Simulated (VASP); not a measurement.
Crystal: Rb4O.

```
Rb O
1.0
     5.86710    0.00000    0.00000
     0.00000    5.86710    0.00000
     0.00000    0.00000    5.86710
Rb O
4 1
Direct
  0.50000 0.50000 0.50000
  0.50000 0.00000 0.00000
  0.00000 0.50000 0.00000
  0.00000 0.00000 0.50000
  0.00000 0.00000 0.00000
```

The cell was generated, and may not be a known phase.

```yaml
Program: VASP 6.6.1
Task: relaxation of cell and atoms
Functional: PBE
Potentials_or_basis: VASP PAW PBE potentials, release 64 (Rb_sv, O)
Cutoff: 600 eV
k_mesh: 4 × 4 × 4
Occupations: gaussian, width 0.1 eV
Spin: no spin polarisation
```

At the start: pressure 1.7 GPa; volume 40.39 Å³/atom.

Task: How do energy, volume and symmetry change on relaxing?

Result: Over 3 steps the energy falls by 32.0 meV/atom and the volume is 46.42 Å³/atom (+14.9 %); space group Pm-3m (No. 221, to 0.1 Å) before and after.

Step by step:
| step | energy change (eV) | largest force (eV/Å) | pressure (GPa) | volume (Å³) |
| --- | --- | --- | --- | --- |
| 1 | 0.0000 | 0.0000 | 1.74 | 201.96 |
| 2 | -0.1071 | 0.0000 | 0.91 | 215.09 |
| 3 | -0.1599 | 0.0000 | 0.13 | 232.11 |

Final structure:
```
Rb O
1.0
     6.14560    0.00000    0.00000
     0.00000    6.14560    0.00000
     0.00000    0.00000    6.14560
Rb O
4 1
Direct
  0.50000 0.50000 0.50000
  0.50000 0.00000 0.00000
  0.00000 0.50000 0.00000
  0.00000 0.00000 0.50000
  0.00000 0.00000 0.00000
```
